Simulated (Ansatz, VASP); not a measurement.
## One calculation of Ni, two programs

Contents of INCAR:

```
SYSTEM = Ni
PREC = Accurate
ENCUT = 520
EDIFF = 1E-6
ISMEAR = -1
SIGMA = 0.1
LREAL = .FALSE.
LASPH = .TRUE.
NELM = 150
ALGO = Normal
ISIF = 2
LWAVE = .FALSE.
LCHARG = .TRUE.
ISPIN = 2
MAGMOM = 1 -1
LORBIT = 11
LMAXMIX = 4
GGA = PS
LELF = .TRUE.
LVHAR = .TRUE.
NBANDS = 21
```

Contents of KPOINTS:

```
regular mesh
0
G
  16 16 8
  0 0 0
```

Contents of POSCAR:

```
Ni
1.0
    2.5270423682      0.0000000000      0.0000000000
   -1.2635211841      2.1884854588      0.0000000000
    0.0000000000      0.0000000000      4.2042807770
Ni
2
Direct
    0.3333333333      0.6666666667      0.2500000000
    0.6666666667      0.3333333333      0.7500000000
```

Input for Ansatz:

```yaml
crystal:
  lattice:
    - [2.527042368239496, 0.0, 0.0]
    - [-1.263521184119748, 2.1884854587732714, 0.0]
    - [0.0, 0.0, 4.204280777031847]
  atoms:
    - { symbol: Ni, position: [0.3333333333333333, 0.6666666666666666, 0.25], spin: 1.0 }
    - { symbol: Ni, position: [0.6666666666666666, 0.3333333333333333, 0.75], spin: -1.0 }
basis:
  ecutwfc: 500.0
kpoints:
  mp_grid:
    grid: [16, 16, 8]
hamiltonian:
  xc: pbesol
magnetization:
  spin_polarized: true
scf:
  occupations:
    method: fermi_dirac
    width: 0.1
```

Alike in both runs: task single point; functional PBEsol; k mesh 16 × 16 × 8; occupations fermi-dirac, width 0.1 eV; collinear spin.

|  | VASP | Ansatz |
| --- | --- | --- |
| version | VASP 6.6.1 | Ansatz 0.2.0 |
| potentials or method | VASP PAW PBE potentials, release 64 (Ni), cutoff 520 eV | plane waves, PAW |
| valence electrons in the cell | 20 | 36 |

|  | VASP | Ansatz | Ansatz less VASP |
| --- | --- | --- | --- |
| net moment per atom (μB) | 0.00 | 0.65 | +0.652 |
| size of the moment on the site where the two differ most (μB) | 0.00 | 0.69 | +0.689 |

The net moments are unlike, so the other rows may belong to different states. VASP's potentials were made for PBE, not for PBEsol. Site moments also hang on the region over which each program counts them. VASP's potentials hold 20 valence electrons a cell and Ansatz's 36, so a difference there can come from the potentials and not from the codes. Ansatz's warnings: seeded moment not kept, structure snapped to symmetry.
